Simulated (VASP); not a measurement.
# TaN: single point with PBEsol

Crystal: TaN.

```
CELL_PARAMETERS angstrom
3.24633 0.00000 0.00000
-1.62316 2.81140 0.00000
0.00000 0.00000 6.04466
ATOMIC_POSITIONS crystal
Ta 0.33333 0.66667 0.03010
Ta 0.66667 0.33333 0.53010
N 0.33333 0.66667 0.35490
N 0.66667 0.33333 0.85490
```

```
Program             : VASP 6.6.1
Task                : single point
Functional          : PBEsol
Potentials or basis : VASP PAW PBE potentials, release 64 (Ta_pv, N)
Cutoff              : 520 eV
k mesh              : 18 × 18 × 8
Occupations         : gaussian, width 0.15 eV
Spin                : no spin polarisation
```

```
Pressure               : -14.9 GPa
Largest force          : 0.627 eV/Å
Band gap on the k mesh : zero (bands 16 and 17 overlap by 0.55 eV)
```

Forces in eV/Å, atoms in the order of the input:
```
Ta   0.000  0.000 -0.627
Ta   0.000  0.000 -0.627
N    0.000  0.000  0.627
N    0.000  0.000  0.627
```

Stress tensor (GPa, compression positive):
```
-17.91   0.00   0.00
  0.00 -17.91   0.00
  0.00   0.00  -9.00
```

Levels at points of the mesh, in eV from the Fermi level:
```tsv
k point	band 12	band 13	band 14	band 15	band 16	band 17	band 18	band 19	band 20	band 21
(0.00, 0.00, 0.00)	-5.31	-4.41	-4.41	-0.84	-0.74	0.00	0.00	1.96	1.96	2.66
(0.50, 0.00, 0.00)	-5.51	-4.71	-3.62	-2.14	-0.48	1.26	2.01	2.39	2.91	3.41
(0.00, 0.00, 0.50)	-4.92	-4.92	-4.92	0.30	0.30	0.86	0.86	0.86	0.86	4.37
(0.50, 0.00, 0.50)	-5.26	-4.71	-4.71	-0.76	-0.76	1.49	1.49	2.86	2.86	4.15
```

It took 2.3 min on 1 thread of AMD EPYC 7R13 Processor (Zen 3), on a shared host, peak memory 0.3 GiB.

Caveat: the cell stands under tension; the PAW data sets were made with another functional, which shifts forces and pressure a little; spin-orbit coupling is left out, which moves the levels of the heavy elements.
